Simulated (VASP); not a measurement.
# Ti3SiN3 in VASP: further runs

Runs on Ti3SiN3. Level: PBE. Tasks: single point.

Everything below comes from runs of VASP 6.6.1. Logs are shortened: lines on timing, memory, paths and dates and some standing lists are left out, and cuts for length are marked.

## (1) The cell of the first run

The cell holds a slab with vacuum, 7 atoms: a = 3.003 Å, b = 3.003 Å, c = 19.758 Å, α = 90.00°, β = 90.00°, γ = 90.00°.

## (2) Single point, PBE

The input, INCAR:

```
ALGO = Normal
DIPOL = 0.5 0.5 0.337
EDIFF = 1E-7
ENCUT = 520
GGA = PE
IDIPOL = 3
ISIF = 2
ISMEAR = 0
LASPH = T
LCHARG = F
LDIPOL = T
LREAL = F
LWAVE = F
NBANDS = 36
NELM = 60
PREC = Accurate
SIGMA = 0.1
```

The input, KPOINTS:

```
k-points
0
Gamma
  9 9 1
```

The input, POSCAR:

```
Ti3SiN3
1.0
    3.0028555065      0.0000000000      0.0000000000
    0.0000000000      3.0028555065      0.0000000000
    0.0000000000      0.0000000000     19.7584945265
Ti N Si
3 3 1
Direct
    0.5000000000      0.5000000000      0.2024445736
    0.0000000000      0.0000000000      0.3072496201
    0.5000000000      0.5000000000      0.4076776418
    0.0000000000      0.0000000000      0.2024445736
    0.5000000000      0.5000000000      0.3055678856
    0.0000000000      0.0000000000      0.4179718508
    0.1250000000      0.1250000000      0.5138524026
```

Potentials or basis: VASP PAW PBE potentials, release 64 (Ti_sv, N, Si).

Launch:

```
$ cat potpaw_PBE.64/Ti_sv/POTCAR potpaw_PBE.64/N/POTCAR potpaw_PBE.64/Si/POTCAR > POTCAR
$ mpirun -np 1 vasp_std > vasp.out
```

OUTCAR:

```text
EDIFF = 1E-7
   ENCUT = 520
   GGA = PE
   ISIF = 2
   ISMEAR = 0
   LASPH = T
   LREAL = F
   NELM = 60
   PREC = Accurate

 ion  position               nearest neighbor table
   1  0.500  0.500  0.202-   5 2.04   4 2.12   4 2.12   4 2.12   4 2.12
   2  0.000  0.000  0.307-   4 2.07   5 2.12   5 2.12   5 2.12   5 2.12   6 2.19   3 2.91   3 2.91
                             3 2.91   3 2.91
   3  0.500  0.500  0.408-   5 2.02   6 2.13   6 2.13   6 2.13   6 2.13   7 2.63   2 2.91   2 2.91
                             2 2.91   2 2.91   7 3.03   7 3.03
   4  0.000  0.000  0.202-   2 2.07   1 2.12   1 2.12   1 2.12   1 2.12
   5  0.500  0.500  0.306-   3 2.02   1 2.04   2 2.12   2 2.12   2 2.12   2 2.12
   6  0.000  0.000  0.418-   7 1.97   3 2.13   3 2.13   3 2.13   3 2.13   2 2.19
   7  0.125  0.125  0.514-   6 1.97   3 2.63   3 3.03   3 3.03

  LATTYP: Found a simple tetragonal cell.
 ALAT       =     3.0028555065
 C/A-ratio  =     6.5799018580

  Lattice vectors:

 A1 = (   3.0028555065,   0.0000000000,   0.0000000000)
 A2 = (   0.0000000000,   3.0028555065,   0.0000000000)
 A3 = (   0.0000000000,   0.0000000000,  19.7584945265)

Analysis of symmetry for initial positions (statically):
=====================================================================
 Subroutine PRICEL returns:
 Original cell was already a primitive cell.

 Routine SETGRP: Setting up the symmetry group for a
 simple tetragonal supercell.

 Subroutine GETGRP returns: Found  2 space group operations
 (whereof  2 operations were pure point group operations)
 out of a pool of 16 trial point group operations.

The static configuration has the point symmetry C_1h.

Analysis of symmetry for dynamics (positions and initial velocities):
=====================================================================
 Subroutine PRICEL returns:
 Original cell was already a primitive cell.

 Routine SETGRP: Setting up the symmetry group for a
 simple tetragonal supercell.

 Subroutine GETGRP returns: Found  2 space group operations
 (whereof  2 operations were pure point group operations)
 out of a pool of 16 trial point group operations.

The dynamic configuration has the point symmetry C_1h.

 Subroutine INISYM returns: Found  2 space group operations
 (whereof  2 operations are pure point group operations),
 and found     1 'primitive' translations

----------------------------------------------------------------------------------------

                                     Primitive cell

  volume of cell :     178.1651

  direct lattice vectors                    reciprocal lattice vectors
     3.002855506  0.000000000  0.000000000     0.333016357  0.000000000  0.000000000
     0.000000000  3.002855506  0.000000000     0.000000000  0.333016357  0.000000000
     0.000000000  0.000000000 19.758494527     0.000000000  0.000000000  0.050611143

  length of vectors
     3.002855506  3.002855506 19.758494527     0.333016357  0.333016357  0.050611143

  position of ions in fractional coordinates (direct lattice)
     0.500000000  0.500000000  0.202444574
     0.000000000  0.000000000  0.307249620
     0.500000000  0.500000000  0.407677642
     0.000000000  0.000000000  0.202444574
     0.500000000  0.500000000  0.305567886
     0.000000000  0.000000000  0.417971851
     0.125000000  0.125000000  0.513852403

  ion indices of the primitive-cell ions
   primitive index   ion index
                 1           1
                 2           2
                 3           3
                 4           4
                 5           5
                 6           6
                 7           7

----------------------------------------------------------------------------------------

 KPOINTS: k-points

Automatic generation of k-mesh.
 Grid dimensions read from file:
 generate k-points for:    9    9    1

 Generating k-lattice:

  Cartesian coordinates                     Fractional coordinates (reciprocal lattice)
     0.037001817  0.000000000  0.000000000     0.111111111  0.000000000  0.000000000
     0.000000000  0.037001817  0.000000000     0.000000000  0.111111111  0.000000000
     0.000000000  0.000000000  0.050611143     0.000000000  0.000000000  1.000000000

  Length of vectors
     0.037001817  0.037001817  0.050611143

  Shift w.r.t. Gamma in fractional coordinates (k-lattice)
     0.000000000  0.000000000  0.000000000

 Subroutine IBZKPT returns following result:
 ===========================================

 Found     25 irreducible k-points:

 Following reciprocal coordinates:
            Coordinates               Weight
  0.000000  0.000000  0.000000      1.000000
  0.111111  0.000000  0.000000      4.000000
  0.222222  0.000000  0.000000      4.000000
  0.333333  0.000000  0.000000      4.000000
  0.444444  0.000000  0.000000      4.000000
  0.111111  0.111111  0.000000      2.000000
[... 16 lines left out ...]
 -0.333333  0.444444  0.000000      4.000000
  0.444444  0.444444  0.000000      2.000000
   k-points           NKPTS =     25   k-points in BZ     NKDIM =     25   number of bands    NBANDS=     36
   number of dos      NEDOS =    301   number of ions     NIONS =      7
   total plane-waves  NPLWV =  86400
   dimension x,y,z NGX =    24 NGY =   24 NGZ =  150
   dimension x,y,z NGXF=    48 NGYF=   48 NGZF=  300
   ions per type =               3   3   1
   NGX,Y,Z   is equivalent  to a cutoff of  13.29, 13.29, 12.62 a.u.
   NGXF,Y,Z  is equivalent  to a cutoff of  26.57, 26.57, 25.24 a.u.
 SYSTEM =  unknown system
   PREC   = accura    normal or accurate (medium, high low for compatibility)
   ISTART =      0    job   : 0-new  1-cont  2-samecut
   ICHARG =      2    charge: 1-file 2-atom 10-const
   ISPIN  =      1    spin polarized calculation?
   LNONCOLLINEAR =      F non collinear calculations
   LSORBIT =      F    spin-orbit coupling
   LASPH  =      T    aspherical Exc in radial PAW
   ENCUT  =  520.0 eV  38.22 Ry    6.18 a.u.   5.58  5.58 36.74*2*pi/ulx,y,z
   NELM   =     60;   NELMIN=  2; NELMDL= -5     # of ELM steps
   EDIFF  = 0.1E-06   stopping-criterion for ELM
   LREAL  =      F    real-space projection
   EDIFFG = 0.1E-05   stopping-criterion for IOM
   NSW    =      0    number of steps for IOM
   IBRION =     -1    ionic relax: 0-MD 1-quasi-New 2-CG
   NFREE  =      0    steps in history (QN), initial steepest desc. (CG)
   ISIF   =      2    stress and relaxation
   ISYM   =      2    0-nonsym 1-usesym 2-fastsym
   POTIM  = 0.5000    time-step for ionic-motion
   TEBEG  =    0.0;   TEEND  =   0.0 temperature during run
   PSTRESS=    0.0 pullay stress
   NELECT =      55.0000    total number of electrons
   NUPDOWN=      -1.0000    fix difference up-down
   EMIN   =  10.00;   EMAX   =-10.00  energy-range for DOS
   EFERMI =   0.00;   METHOD = LEGACY
   ISMEAR =     0;   SIGMA  =   0.10  broadening in eV -4-tet -1-fermi 0-gaus
   EFERMI_NEDOS =   21; number of points for ismear=-14 and -15
   IALGO  =     38    algorithm
   IMIX   =      4    mixing-type and parameters
     AMIX     =   0.40;   BMIX     =  1.00
     AMIX_MAG =   1.60;   BMIX_MAG =  1.00
  volume/ion in A,a.u.               =      25.45       171.76
  Fermi-wavevector in a.u.,A,eV,Ry     =   1.106424  2.090838 16.655892  1.224174
  Thomas-Fermi vector in A             =   2.242924
   LORBIT       =      0    0 simple, 1 ext, 2 COOP (PROOUT), +10 PAW based schemes
   GGA     = PE    functional components
   LHFCALC =     F    Hartree Fock is set to
   AEXX    =    0.0000 exact exchange contribution
   IVDW    =     0    specifies the selected vdW correction
   LEPSILON=     F    determine dielectric tensor
   LRPA    =     F    only Hartree local field effects (RPA)
 non-spin polarized calculation
 Gauss-broadening in eV      SIGMA  =   0.10
  energy-cutoff  :      520.00
  volume of cell :      178.17
 maximum number of plane-waves:      4826
   NGX = 11   NGY = 11   NGZ = 73

 dipolmoment           0.000000      0.000000     -0.491140 electrons x Angstroem

 number of electron      54.9999999 magnetization

 dipolmoment           0.000000      0.000000      0.091150 electrons x Angstroem

 Free energy of the ion-electron system (eV)
  ---------------------------------------------------
  ext. energy  EPLUGINS =         0.00000000
  ---------------------------------------------------
  free energy    TOTEN  =       -61.87456355 eV

  energy without entropy =      -61.85520797  energy(sigma->0) =      -61.86488576

 E-fermi :   2.4837     XC(G=0):  -6.1035

 val. band max:        2.4704158965   @ k =  -0.1111   0.1111   0.0000
 cond. band min:       2.4990437928   @ k =   0.1111   0.0000   0.0000
 fundamental gap:      0.0286278964
 Fermi energy:         2.4836743500

 k-point     1 :       0.0000    0.0000    0.0000
  band No.  band energies     occupation
      1     -55.3853      2.00000
      2     -55.1326      2.00000
      3     -55.0396      2.00000
      4     -31.8452      2.00000
      5     -31.5145      2.00000
      6     -31.4797      2.00000
[... 28 lines left out ...]
     35       4.1099      0.00000
     36       4.1180      0.00000

 k-point     2 :       0.1111    0.0000    0.0000
  band No.  band energies     occupation
      1     -55.3811      2.00000
      2     -55.1264      2.00000
      3     -55.0388      2.00000
      4     -31.8419      2.00000
      5     -31.5621      2.00000
      6     -31.4752      2.00000
[... 28 lines left out ...]
     35       4.2614      0.00000
     36       4.4466      0.00000
[... 817 lines left out ...]
     35       4.8634      0.00000
     36       4.9517      0.00000

 k-point    24 :       0.4444    0.4444    0.0000
  band No.  band energies     occupation
      1     -55.3214      2.00000
      2     -55.0315      2.00000
      3     -55.0205      2.00000
      4     -31.7758      2.00000
      5     -31.7575      2.00000
      6     -31.7321      2.00000
[... 28 lines left out ...]
     35       4.9467      0.00000
     36       4.9906      0.00000

 [... further k-points ...]

------------------------ aborting loop because EDIFF is reached ----------------------------------------

 vacuum level on the upper side and lower side of the slab       (xc-potential included)         0.780        -1.037

  FORCE on cell =-STRESS in cart. coord.  units (eV):
  Direction    XX          YY          ZZ          XY          YZ          ZX
  --------------------------------------------------------------------------------------
  -------------------------------------------------------------------------------------
  Total       -2.7341373     -2.7341373      0.9936355     -0.1397051     -1.1875642     -1.1875635
  in kB      -24.5871495    -24.5871495      8.9354198     -1.2563196    -10.6793535    -10.6793473
  external PRESSURE =     -13.4129597 kB  Pullay stress =       0.0000000 kB

 VOLUME and BASIS-vectors are now :
 -----------------------------------------------------------------------------
  energy-cutoff  :      520.00
  volume of cell :      178.17
      direct lattice vectors                 reciprocal lattice vectors
     3.002855506  0.000000000  0.000000000     0.333016357  0.000000000  0.000000000
     0.000000000  3.002855506  0.000000000     0.000000000  0.333016357  0.000000000
     0.000000000  0.000000000 19.758494527     0.000000000  0.000000000  0.050611143

 POSITION                                       TOTAL-FORCE (eV/Angst)
 -----------------------------------------------------------------------------------
      1.50143      1.50143      4.00000        -0.028268     -0.028268      1.456759
      0.00000      0.00000      6.07079         0.026814      0.026814      0.039465
      1.50143      1.50143      8.05510         0.325353      0.325353      0.558030
      0.00000      0.00000      4.00000        -0.015450     -0.015450     -1.536664
      1.50143      1.50143      6.03756         0.020006      0.020006     -0.409537
      0.00000      0.00000      8.25849         0.307237      0.307237     -0.106482
      0.37536      0.37536     10.15295        -0.635692     -0.635692     -0.001571
 -----------------------------------------------------------------------------------
    total drift:                                0.000055      0.000055      0.000375

  FREE ENERGIE OF THE ION-ELECTRON SYSTEM (eV)
  ---------------------------------------------------
  free  energy   TOTEN  =       -61.8745635536 eV

  energy  without entropy=      -61.8552079686  energy(sigma->0) =      -61.86488576

 vacuum level on the upper side and lower side of the slab         6.737         4.863
```

Wall time 2.7 min (1 thread of Intel Xeon 6975P-C (Granite Rapids), shared host); peak memory 0.35 GiB.

Results:

- Free energy: -61.8746 eV
- Largest force: 1.537 eV/Å

Forces on the atoms (eV/Å):
```
Ti  -0.028 -0.028  1.457
Ti   0.027  0.027  0.039
Ti   0.325  0.325  0.558
N   -0.015 -0.015 -1.537
N    0.020  0.020 -0.410
N    0.307  0.307 -0.106
Si  -0.636 -0.636 -0.002
```

(Part 1 of 2 ends here.)
